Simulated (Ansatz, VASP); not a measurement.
## Two plane-wave programs on Be2ZnSe3

```
Be Zn Se
1.0
     4.29961    0.00000    0.00000
     0.00000    4.29961    0.00000
     0.00000    0.00000    6.41423
Be Zn Se
2 1 3
Direct
  0.50000 0.50000 0.24008
  0.50000 0.50000 0.75992
  0.00000 0.00000 0.50000
  0.50000 0.50000 0.00000
  0.50000 0.50000 0.50000
  0.00000 0.00000 0.00000
```

Alike in both runs: task single point; functional PBE; k mesh 4 × 4 × 4; occupations gaussian, width 0.1 eV; no spin polarisation.

|  | VASP | Ansatz |
| --- | --- | --- |
| version | VASP 6.6.1 | Ansatz 0.2.0 |
| potentials or method | VASP PAW PBE potentials, release 64 (Be, Zn, Se), cutoff 520 eV | scalar-relativistic, plane waves, PAW |
| valence electrons in the cell | 34 | 64 |

|  | VASP | Ansatz | Ansatz less VASP |
| --- | --- | --- | --- |
| gap on the k mesh at the Fermi level (eV) | none | none | - |
| rms of the force components (eV/Å) | 2.681 | 2.639 | -0.0421 |

Atom by atom the forces differ by 0.042 eV/Å (rms over components). A gap of «none» marks a metal or a gap that the smearing closes. VASP's potentials hold 34 valence electrons a cell and Ansatz's 64, so a difference there can come from the potentials and not from the codes.

The k mesh is coarse, so the values compare programs but aren't converged.
